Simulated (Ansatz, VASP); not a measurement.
## One calculation of MoH3, two programs

```xyz
8
Lattice="4.0913 0.0000 0.0000 0.0000 4.0913 0.0000 0.0000 0.0000 2.9357" Properties=species:S:1:pos:R:3 pbc="T T T"
H     3.0693    1.0236    0.0000
H     1.0220    3.0676    0.0000
H     1.0236    1.0220    0.0000
H     3.0676    3.0693    0.0000
H     2.0456    2.0456    1.4678
H     0.0000    0.0000    1.4678
Mo    0.0000    2.0456    1.4678
Mo    2.0456    0.0000    1.4678
```

Change from the starting cell: species swapped into the AlPt3 type (P4/mbm, No. 127).

Alike in both runs: functional PBE; k mesh 4 × 4 × 6; occupations gaussian, width 0.1 eV; no spin polarisation.

Ansatz relaxed the structure, and its values are those at the end. VASP's run is a single point on that final structure, the one shown.

|  | VASP | Ansatz |
| --- | --- | --- |
| version | VASP 6.6.1 | Ansatz 0.2.0 |
| potentials or method | VASP PAW PBE potentials, release 64 (H, Mo_sv), cutoff 520 eV | scalar-relativistic, plane waves, PAW |
| valence electrons in the cell | 34 | 34 |

Ansatz gave:

```
gap on the k mesh at the Fermi level (eV) : none
pressure (GPa)                            : -0.2
```

Question: What did VASP give for the same quantities?

Answer: gap on the k mesh at the Fermi level (eV): none; pressure (GPa): -0.1.

A gap of «none» marks a metal or a gap that the smearing closes. With one functional, cell and mesh, what is left measures potentials, basis and numerics.

The k mesh is coarse, so the values compare programs but aren't converged.
